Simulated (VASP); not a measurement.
Set up this calculation in VASP 6.6.1, as the native input.

```
Task                   : single point
Functional             : PBEsol
Potentials or basis    : VASP PAW PBE potentials, release 64 (W_sv, S)
Cutoff                 : 520 eV
k mesh                 : 12 × 12 × 2
Occupations            : gaussian, width 0.05 eV
Spin                   : no spin polarisation
Dipole correction      : no
Further INCAR settings : ALGO = Normal; EDIFF = 1e-07; NBANDS = 20
```

The structure of WS2 lies in POSCAR:

```
WS2
1.0
    3.0671318192      0.0000000000      0.0000000000
   -1.5335659096      2.6562140722      0.0000000000
    0.0000000000      0.0000000000     16.5295855575
W S
1 2
Direct
    0.3333333333      0.6666666667      0.0000000000
    0.6666666667      0.3333333333      0.9075761491
    0.6666666667      0.3333333333      0.0924238509
```

This cell differs from its parent crystal: strain -0.025 along x and y, -0.025 along z.

These files were run (other wordings do the same):

INCAR

```
ALGO = Normal ; EDIFF = 1E-7
ENCUT = 520 ; GGA = PS
ISIF = 2 ; ISMEAR = 0
LASPH = T ; LCHARG = F
LREAL = F ; LWAVE = F
NBANDS = 20 ; NELM = 60
PREC = Accurate ; SIGMA = 0.05
```

KPOINTS

```
k-points
0
Gamma
  12 12 2
```

Potentials or basis: VASP PAW PBE potentials, release 64 (W_sv, S).

Launch:

```bash
$ cat potpaw_PBE.64/W_sv/POTCAR potpaw_PBE.64/S/POTCAR > POTCAR
$ mpirun -np 1 vasp_std > vasp.out
```

Results of the run:

```
Largest force          : 1.591 eV/Å
Band gap on the k mesh : 2.14 eV, direct
```

Caveat: the cell differs from its parent crystal (strain -0.025 along x and y, -0.025 along z); the PAW data sets were made with another functional, which shifts forces and pressure a little; spin-orbit coupling is left out, which moves the levels of the heavy elements.

Wall time 61 s on 1 thread of Intel(R) Xeon(R) 6975P-C (Granite Rapids), with other jobs on the host, peak memory 0.29 GiB.
